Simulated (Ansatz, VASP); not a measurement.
## FeO: VASP beside Ansatz

```
Fe O
1.0
     0.00000    2.15540    2.15540
     2.15540    0.00000    2.15540
     4.31080    4.31080    0.00000
Fe O
2 2
Direct
  0.00000 0.00000 0.00000
  0.00000 0.00000 0.50000
  0.50000 0.50000 0.25000
  0.50000 0.50000 0.75000
```

Alike in both runs: task single point; functional PBE; k mesh 10 × 10 × 5; occupations gaussian, width 0.05 eV; collinear spin; Hubbard terms Fe d U = 4.0 eV.

```csv
,VASP,Ansatz
version,VASP 6.6.1,Ansatz 0.2.0
potentials or method,"VASP PAW PBE potentials, release 64 (Fe, O), cutoff 520 eV","scalar-relativistic, plane waves, PAW"
valence electrons in the cell,28,44
```

Ansatz gave:

| Item | Value |
| --- | --- |
| pressure (GPa) | 10.5 |
| net moment per atom (μB) | 0.00 |
| size of the moment on the site where the two differ most (μB) | 3.41 |

Problem. What did VASP give for the same quantities?

Solution. Pressure (GPa): 2.6; net moment per atom (μB): 0.00; size of the moment on the site where the two differ most (μB): 3.71.

Site moments also hang on the region over which each program counts them. The programs project onto different local orbitals, so the same U acts differently, and such runs can settle in different states. VASP's potentials hold 28 valence electrons a cell and Ansatz's 44, so a difference there can come from the potentials and not from the codes. Ansatz's warnings: stability check not made.
